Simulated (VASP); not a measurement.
# HfO2 (Fm-3m) in VASP: further runs, part 2 of 3

VASP 6.6.1.

**3. Single point, PBEsol**

INCAR reads:

```
SYSTEM = HfO2
PREC = Accurate
ENCUT = 520
EDIFF = 1E-7
ISMEAR = 0
SIGMA = 0.02
LREAL = .FALSE.
LASPH = .TRUE.
NELM = 80
ALGO = Normal
ISIF = 2
LWAVE = .FALSE.
LCHARG = .FALSE.
GGA = PS
NBANDS = 18
```

KPOINTS reads:

```
Automatic mesh
0
G
  8 8 8
  0 0 0
```

POSCAR reads:

```
HfO2
1.0
    0.0000000000      2.5219532047      2.5219532047
    2.5219532047      0.0000000000      2.5219532047
    2.5219532047      2.5219532047      0.0000000000
Hf O
1 2
Direct
    0.0000000000      0.0000000000      0.0000000000
    0.2500000000      0.2500000000      0.2500000000
    0.7500000000      0.7500000000      0.7500000000
```

Potentials or basis: VASP PAW PBE potentials, release 64 (Hf_pv, O).

Launch:

```bash
> cat potpaw_PBE.64/Hf_pv/POTCAR potpaw_PBE.64/O/POTCAR > POTCAR
> mpirun -np 1 vasp_std > vasp.out
```

OUTCAR:

```text
SYSTEM = HfO2
   PREC = Accurate
   ENCUT = 520
   EDIFF = 1E-7
   ISMEAR = 0
   LREAL = .FALSE.
   LASPH = .TRUE.
   NELM = 80
   ISIF = 2
   GGA = PS

 ion  position               nearest neighbor table
   1  0.000  0.000  0.000-   3 2.18   3 2.18   3 2.18   2 2.18   3 2.18   2 2.18   2 2.18   2 2.18

   2  0.250  0.250  0.250-   1 2.18   1 2.18   1 2.18   1 2.18
   3  0.750  0.750  0.750-   1 2.18   1 2.18   1 2.18   1 2.18

  LATTYP: Found a face centered cubic cell.
 ALAT       =     5.0439064094

  Lattice vectors:

 A1 = (   0.0000000000,   2.5219532047,   2.5219532047)
 A2 = (   2.5219532047,   0.0000000000,   2.5219532047)
 A3 = (   2.5219532047,   2.5219532047,   0.0000000000)

Analysis of symmetry for initial positions (statically):
=====================================================================
 Subroutine PRICEL returns:
 Original cell was already a primitive cell.

 Routine SETGRP: Setting up the symmetry group for a
 face centered cubic supercell.

 Subroutine GETGRP returns: Found 48 space group operations
 (whereof 48 operations were pure point group operations)
 out of a pool of 48 trial point group operations.

The static configuration has the point symmetry O_h .

Analysis of symmetry for dynamics (positions and initial velocities):
=====================================================================
 Subroutine PRICEL returns:
 Original cell was already a primitive cell.

 Routine SETGRP: Setting up the symmetry group for a
 face centered cubic supercell.

 Subroutine GETGRP returns: Found 48 space group operations
 (whereof 48 operations were pure point group operations)
 out of a pool of 48 trial point group operations.

The dynamic configuration has the point symmetry O_h .

 Subroutine INISYM returns: Found 48 space group operations
 (whereof 48 operations are pure point group operations),
 and found     1 'primitive' translations

----------------------------------------------------------------------------------------

                                     Primitive cell

  volume of cell :      32.0805

  direct lattice vectors                    reciprocal lattice vectors
     0.000000000  2.521953205  2.521953205    -0.198259032  0.198259032  0.198259032
     2.521953205  0.000000000  2.521953205     0.198259032 -0.198259032  0.198259032
     2.521953205  2.521953205  0.000000000     0.198259032  0.198259032 -0.198259032

  length of vectors
     3.566580426  3.566580426  3.566580426     0.343394716  0.343394716  0.343394716

  position of ions in fractional coordinates (direct lattice)
     0.000000000  0.000000000  0.000000000
     0.250000000  0.250000000  0.250000000
     0.750000000  0.750000000  0.750000000

  ion indices of the primitive-cell ions
   primitive index   ion index
                 1           1
                 2           2
                 3           3

----------------------------------------------------------------------------------------

 KPOINTS: Automatic mesh

Automatic generation of k-mesh.
 Grid dimensions read from file:
 generate k-points for:    8    8    8

 Generating k-lattice:

  Cartesian coordinates                     Fractional coordinates (reciprocal lattice)
    -0.024782379  0.024782379  0.024782379     0.125000000  0.000000000  0.000000000
     0.024782379 -0.024782379  0.024782379     0.000000000  0.125000000  0.000000000
     0.024782379  0.024782379 -0.024782379     0.000000000  0.000000000  0.125000000

  Length of vectors
     0.042924339  0.042924339  0.042924339

  Shift w.r.t. Gamma in fractional coordinates (k-lattice)
     0.000000000  0.000000000  0.000000000

 Subroutine IBZKPT returns following result:
 ===========================================

 Found     29 irreducible k-points:

 Following reciprocal coordinates:
            Coordinates               Weight
  0.000000  0.000000  0.000000      1.000000
  0.125000  0.000000  0.000000      8.000000
  0.250000  0.000000  0.000000      8.000000
  0.375000  0.000000  0.000000      8.000000
  0.500000  0.000000  0.000000      4.000000
  0.125000  0.125000  0.000000      6.000000
[... 16 lines left out ...]
  0.500000  0.250000  0.125000     48.000000
 -0.375000  0.250000  0.125000     24.000000
 [... further k-points ...]
   k-points           NKPTS =     29   k-points in BZ     NKDIM =     29   number of bands    NBANDS=     18
   number of dos      NEDOS =    301   number of ions     NIONS =      3
   total plane-waves  NPLWV =  21952
   dimension x,y,z NGX =    28 NGY =   28 NGZ =   28
   dimension x,y,z NGXF=    56 NGYF=   56 NGZF=   56
   ions per type =               1   2
   NGX,Y,Z   is equivalent  to a cutoff of  13.05, 13.05, 13.05 a.u.
   NGXF,Y,Z  is equivalent  to a cutoff of  26.10, 26.10, 26.10 a.u.
 SYSTEM =  HfO2
   PREC   = accura    normal or accurate (medium, high low for compatibility)
   ISTART =      0    job   : 0-new  1-cont  2-samecut
   ICHARG =      2    charge: 1-file 2-atom 10-const
   ISPIN  =      1    spin polarized calculation?
   LNONCOLLINEAR =      F non collinear calculations
   LSORBIT =      F    spin-orbit coupling
   LASPH  =      T    aspherical Exc in radial PAW
   ENCUT  =  520.0 eV  38.22 Ry    6.18 a.u.   6.63  6.63  6.63*2*pi/ulx,y,z
   NELM   =     80;   NELMIN=  2; NELMDL= -5     # of ELM steps
   EDIFF  = 0.1E-06   stopping-criterion for ELM
   LREAL  =      F    real-space projection
   EDIFFG = 0.1E-05   stopping-criterion for IOM
   NSW    =      0    number of steps for IOM
   IBRION =     -1    ionic relax: 0-MD 1-quasi-New 2-CG
   NFREE  =      0    steps in history (QN), initial steepest desc. (CG)
   ISIF   =      2    stress and relaxation
   ISYM   =      2    0-nonsym 1-usesym 2-fastsym
   POTIM  = 0.5000    time-step for ionic-motion
   TEBEG  =    0.0;   TEEND  =   0.0 temperature during run
   PSTRESS=    0.0 pullay stress
   NELECT =      22.0000    total number of electrons
   NUPDOWN=      -1.0000    fix difference up-down
   EMIN   =  10.00;   EMAX   =-10.00  energy-range for DOS
   EFERMI =   0.00;   METHOD = LEGACY
   ISMEAR =     0;   SIGMA  =   0.02  broadening in eV -4-tet -1-fermi 0-gaus
   EFERMI_NEDOS =   21; number of points for ismear=-14 and -15
   IALGO  =     38    algorithm
   IMIX   =      4    mixing-type and parameters
     AMIX     =   0.40;   BMIX     =  1.00
     AMIX_MAG =   1.60;   BMIX_MAG =  1.00
  volume/ion in A,a.u.               =      10.69        72.16
  Fermi-wavevector in a.u.,A,eV,Ry     =   1.443673  2.728146 28.357133  2.084190
  Thomas-Fermi vector in A             =   2.562054
   LORBIT       =      0    0 simple, 1 ext, 2 COOP (PROOUT), +10 PAW based schemes
   GGA     = PS    functional components
   LHFCALC =     F    Hartree Fock is set to
   AEXX    =    0.0000 exact exchange contribution
   IVDW    =     0    specifies the selected vdW correction
   LEPSILON=     F    determine dielectric tensor
   LRPA    =     F    only Hartree local field effects (RPA)
 non-spin polarized calculation
 Gauss-broadening in eV      SIGMA  =   0.02
  energy-cutoff  :      520.00
  volume of cell :       32.08
 maximum number of plane-waves:       887
   NGX = 13   NGY = 13   NGZ = 13

 number of electron      21.9999993 magnetization

 Free energy of the ion-electron system (eV)
  ---------------------------------------------------
  ext. energy  EPLUGINS =         0.00000000
  ---------------------------------------------------
  free energy    TOTEN  =       -31.63236057 eV

  energy without entropy =      -31.63236057  energy(sigma->0) =      -31.63236057

 E-fermi :   4.4119     XC(G=0): -12.1876

 val. band max:        4.2648743138   @ k =   0.5000   0.5000   0.0000
 cond. band min:       7.9757856329   @ k =   0.5000   0.5000   0.0000
 fundamental gap:      3.7109113192
 Fermi energy:         4.4118934342

 k-point     1 :       0.0000    0.0000    0.0000
  band No.  band energies     occupation
      1     -25.2910      2.00000
      2     -25.2910      2.00000
      3     -25.2910      2.00000
      4     -14.5209      2.00000
      5     -11.3424      2.00000
      6      -1.2326      2.00000
[... 10 lines left out ...]
     17      14.8797      0.00000
     18      17.8812      0.00000
[... 466 lines left out ...]
      2     -25.4817      2.00000
      3     -25.3758      2.00000
      4     -12.8534      2.00000
      5     -12.2573      2.00000
      6      -0.7129      2.00000
[... 10 lines left out ...]
     17      15.1715      0.00000
     18      17.3879      0.00000

 [... further k-points ...]

------------------------ aborting loop because EDIFF is reached ----------------------------------------

  FORCE on cell =-STRESS in cart. coord.  units (eV):
  Direction    XX          YY          ZZ          XY          YZ          ZX
  --------------------------------------------------------------------------------------
  -------------------------------------------------------------------------------------
  Total       -0.7483872     -0.7483872     -0.7483872     -0.0000000      0.0000000      0.0000000
  in kB      -37.3762629    -37.3762629    -37.3762629     -0.0000000      0.0000000      0.0000000
  external PRESSURE =     -37.3762629 kB  Pullay stress =       0.0000000 kB

 VOLUME and BASIS-vectors are now :
 -----------------------------------------------------------------------------
  energy-cutoff  :      520.00
  volume of cell :       32.08
      direct lattice vectors                 reciprocal lattice vectors
     0.000000000  2.521953205  2.521953205    -0.198259032  0.198259032  0.198259032
     2.521953205  0.000000000  2.521953205     0.198259032 -0.198259032  0.198259032
     2.521953205  2.521953205  0.000000000     0.198259032  0.198259032 -0.198259032

 POSITION                                       TOTAL-FORCE (eV/Angst)
 -----------------------------------------------------------------------------------
      0.00000      0.00000      0.00000         0.000000     -0.000000      0.000000
      1.26098      1.26098      1.26098         0.000000      0.000000      0.000000
      3.78293      3.78293      3.78293        -0.000000     -0.000000     -0.000000
 -----------------------------------------------------------------------------------
    total drift:                                0.000000      0.000000      0.000000

  FREE ENERGIE OF THE ION-ELECTRON SYSTEM (eV)
  ---------------------------------------------------
  free  energy   TOTEN  =       -31.6323605742 eV

  energy  without entropy=      -31.6323605742  energy(sigma->0) =      -31.63236057
```

OSZICAR:

```text
N       E                     dE             d eps       ncg     rms          rms(c)
DAV:   1     0.890487643524E+02    0.89049E+02   -0.12770E+04  1044   0.121E+03
DAV:   2    -0.329740567124E+02   -0.12202E+03   -0.11578E+03  1324   0.287E+02
DAV:   3    -0.368441224312E+02   -0.38701E+01   -0.38577E+01  1230   0.452E+01
DAV:   4    -0.368648974013E+02   -0.20775E-01   -0.20772E-01  1270   0.373E+00
DAV:   5    -0.368650275732E+02   -0.13017E-03   -0.13017E-03  1212   0.268E-01    0.508E+01
DAV:   6    -0.318027274656E+02    0.50623E+01   -0.17921E+01  1072   0.305E+01    0.430E+01
DAV:   7    -0.316807644842E+02    0.12196E+00   -0.63748E-01  1196   0.662E+00    0.289E+01
DAV:   8    -0.316506926631E+02    0.30072E-01   -0.24488E-01  1148   0.447E+00    0.832E+00
DAV:   9    -0.316325222280E+02    0.18170E-01   -0.56133E-02  1120   0.197E+00    0.276E+00
DAV:  10    -0.316323429872E+02    0.17924E-03   -0.28485E-03  1178   0.405E-01    0.196E-01
DAV:  11    -0.316323575798E+02   -0.14593E-04   -0.13312E-04  1168   0.101E-01    0.161E-01
DAV:  12    -0.316323601252E+02   -0.25454E-05   -0.15043E-05  1164   0.276E-02    0.565E-03
DAV:  13    -0.316323605221E+02   -0.39693E-06   -0.62359E-07  1256   0.618E-03    0.159E-03
DAV:  14    -0.316323605742E+02   -0.52105E-07   -0.36622E-08   862   0.130E-03
   1 F= -.31632361E+02 E0= -.31632361E+02  d E =-.225180E-27
```

Run time: 9.9 s. Hardware: 1 thread of Intel Xeon 6975P-C (Granite Rapids), shared host; peak memory 0.16 GiB.

Results:

| Item | Value |
| --- | --- |
| Free energy | -31.6324 eV |
| Pressure | -3.7 GPa |
| Band gap on the k mesh | 3.71 eV, direct |

Levels at points of the mesh, in eV from the valence-band top:
```tsv
k point	band 7	band 8	band 9	band 10	band 11	band 12	band 13	band 14	band 15	band 16
(0.00, 0.00, 0.00)	-5.50	-5.50	-0.62	-0.62	-0.62	3.81	3.81	5.77	10.61	10.61
(0.50, 0.00, 0.00)	-4.44	-3.11	-2.81	-1.87	-1.87	4.58	4.58	7.10	8.89	9.53
(0.50, 0.50, 0.00)	-3.54	-3.54	-1.57	-1.57	0.00	3.71	5.51	6.74	8.27	8.27
```

Caveat: the PAW data sets were made with another functional, which shifts forces and pressure a little; spin-orbit coupling is left out, which moves the levels of the heavy elements. A hybrid or GW would open this gap; PBEsol tends to underestimate it.

**4. Relaxation of cell and atoms, PBEsol**

This run uses another cell than the first one, of 11.15 Å³/atom, 1.041 times its volume.

INCAR reads:

```
SYSTEM = HfO2
  ALGO = Normal
  EDIFF = 1E-7
  EDIFFG = -0.05
  ENCUT = 600
  GGA = PS
  IBRION = 2
  ISIF = 3
  ISMEAR = 0
  LASPH = .True.
  LCHARG = .False.
  LREAL = .False.
  LWAVE = .False.
  NELM = 60
  NSW = 100
  PREC = Accurate
  SIGMA = 0.1
```

KPOINTS reads:

```
k-points
0
Gamma
  6 6 6
  0 0 0
```

POSCAR reads:

```
HfO2
1.0
    0.0000000000      2.5575000000      2.5575000000
    2.5575000000      0.0000000000      2.5575000000
    2.5575000000      2.5575000000      0.0000000000
Hf O
1 2
Direct
    0.0000000000      0.0000000000      0.0000000000
    0.2500000000      0.2500000000      0.2500000000
    0.7500000000      0.7500000000      0.7500000000
```

Potentials or basis: VASP PAW PBE potentials, release 64 (Hf_pv, O).

Launch:

```bash
> cat potpaw_PBE.64/Hf_pv/POTCAR potpaw_PBE.64/O/POTCAR > POTCAR
> mpirun -np 1 vasp_std > vasp.out
```

OUTCAR:

```text
SYSTEM = HfO2
   EDIFF = 1E-7
   EDIFFG = -0.05
   ENCUT = 600
   GGA = PS
   IBRION = 2
   ISIF = 3
   ISMEAR = 0
   LASPH = .True.
   LREAL = .False.
   NELM = 60
   NSW = 100
   PREC = Accurate

 ion  position               nearest neighbor table
   1  0.000  0.000  0.000-   3 2.21   3 2.21   3 2.21   2 2.21   3 2.21   2 2.21   2 2.21   2 2.21

   2  0.250  0.250  0.250-   1 2.21   1 2.21   1 2.21   1 2.21
   3  0.750  0.750  0.750-   1 2.21   1 2.21   1 2.21   1 2.21

  LATTYP: Found a face centered cubic cell.
 ALAT       =     5.1150000000

  Lattice vectors:

 A1 = (   0.0000000000,   2.5575000000,   2.5575000000)
 A2 = (   2.5575000000,   0.0000000000,   2.5575000000)
 A3 = (   2.5575000000,   2.5575000000,   0.0000000000)

Analysis of symmetry for initial positions (statically):
=====================================================================
 Subroutine PRICEL returns:
 Original cell was already a primitive cell.

 Routine SETGRP: Setting up the symmetry group for a
 face centered cubic supercell.

[... 152 lines left out ...]

 number of electron      21.9999993 magnetization

 Free energy of the ion-electron system (eV)
  ---------------------------------------------------
  ext. energy  EPLUGINS =         0.00000000
  ---------------------------------------------------
  free energy    TOTEN  =       -31.56316197 eV

  energy without entropy =      -31.56316197  energy(sigma->0) =      -31.56316197

------------------------ aborting loop because EDIFF is reached ----------------------------------------

  FORCE on cell =-STRESS in cart. coord.  units (eV):
  Direction    XX          YY          ZZ          XY          YZ          ZX
  --------------------------------------------------------------------------------------
  -------------------------------------------------------------------------------------
  Total       -2.8710336     -2.8710336     -2.8710336      0.0000000      0.0000000     -0.0000000
  in kB     -137.4902624   -137.4902624   -137.4902624      0.0000000      0.0000000     -0.0000000
  external PRESSURE =    -137.4902624 kB  Pullay stress =       0.0000000 kB
[... 61 lines left out ...]
--------------------------------------- Ionic step        3  -------------------------------------------

 number of electron      22.0000001 magnetization

 Free energy of the ion-electron system (eV)
  ---------------------------------------------------
  ext. energy  EPLUGINS =         0.00000000
  ---------------------------------------------------
  free energy    TOTEN  =       -31.64706241 eV

  energy without entropy =      -31.64706241  energy(sigma->0) =      -31.64706241

 E-fermi :   4.8044     XC(G=0): -12.2620

 val. band max:        4.3833047762   @ k =   0.5000   0.5000   0.0000
 cond. band min:       8.1318043469   @ k =   0.5000   0.5000   0.0000
 fundamental gap:      3.7484995707
 Fermi energy:         4.8043918856

 k-point     1 :       0.0000    0.0000    0.0000
  band No.  band energies     occupation
      1     -25.1085      2.00000
      2     -25.1085      2.00000
      3     -25.1085      2.00000
      4     -14.4905      2.00000
      5     -11.2406      2.00000
      6      -1.2017      2.00000
      7      -1.2017      2.00000
      8      -1.2017      2.00000
      9       3.7519      2.00000
     10       3.7519      2.00000
     11       3.7519      2.00000
     12       8.2311      0.00000
     13       8.2311      0.00000
     14      10.2651      0.00000
[... 299 lines left out ...]
  FREE ENERGIE OF THE ION-ELECTRON SYSTEM (eV)
  ---------------------------------------------------
  free  energy   TOTEN  =       -31.6470624066 eV

  energy  without entropy=      -31.6470624065  energy(sigma->0) =      -31.64706241

 reached required accuracy - stopping structural energy minimisation
```

CONTCAR:

```text
HfO2
   1.00000000000000
     0.0000000000000000    2.5103122457057223    2.5103122457057223
     2.5103122457057223    0.0000000000000000    2.5103122457057223
     2.5103122457057223    2.5103122457057223    0.0000000000000000
  Hf              O
     1     2
Direct
     0.0000000000000000    0.0000000000000000    0.0000000000000000
     0.2500000000000000    0.2500000000000000    0.2500000000000000
     0.7500000000000000    0.7500000000000000    0.7500000000000000

  0.00000000E+00  0.00000000E+00  0.00000000E+00
  0.00000000E+00  0.00000000E+00  0.00000000E+00
  0.00000000E+00  0.00000000E+00  0.00000000E+00
```

Run time: 16 s. Hardware: 1 thread of Intel Xeon 6975P-C (Granite Rapids), shared host; peak memory 0.17 GiB.

What came out:

- Free energy: -31.6471 eV
- Relaxed volume: 10.55 Å³/atom
- Relaxed cell: a = 3.550 Å, b = 3.550 Å, c = 3.550 Å, α = 60.00°, β = 60.00°, γ = 60.00°
- Space group after relaxing (to 0.05 Å): Fm-3m (No. 225)
- Energy gained by relaxing: 28.0 meV/atom
- Ionic steps: 3
- Pressure after relaxing: -0.3 GPa
- Band gap on the k mesh: 3.75 eV, direct

Step by step:
```csv
step,energy change (eV),largest force (eV/Å),pressure (GPa),volume (Å³)
1,0.0000,0.0000,-13.75,33.46
2,0.1214,0.0000,27.66,29.03
3,-0.0839,0.0000,-0.33,31.64
```

Final structure:
```yaml
crystal:
  lattice:
    - [0.00000, 2.51031, 2.51031]
    - [2.51031, 0.00000, 2.51031]
    - [2.51031, 2.51031, 0.00000]
  atoms:
    - { symbol: Hf, position: [0.00000, 0.00000, 0.00000] }
    - { symbol: O, position: [0.25000, 0.25000, 0.25000] }
    - { symbol: O, position: [0.75000, 0.75000, 0.75000] }
```

Caveat: the PAW data sets were made with another functional, which shifts forces and pressure a little; spin-orbit coupling is left out, which moves the levels of the heavy elements.

[end of part 2 of 3]
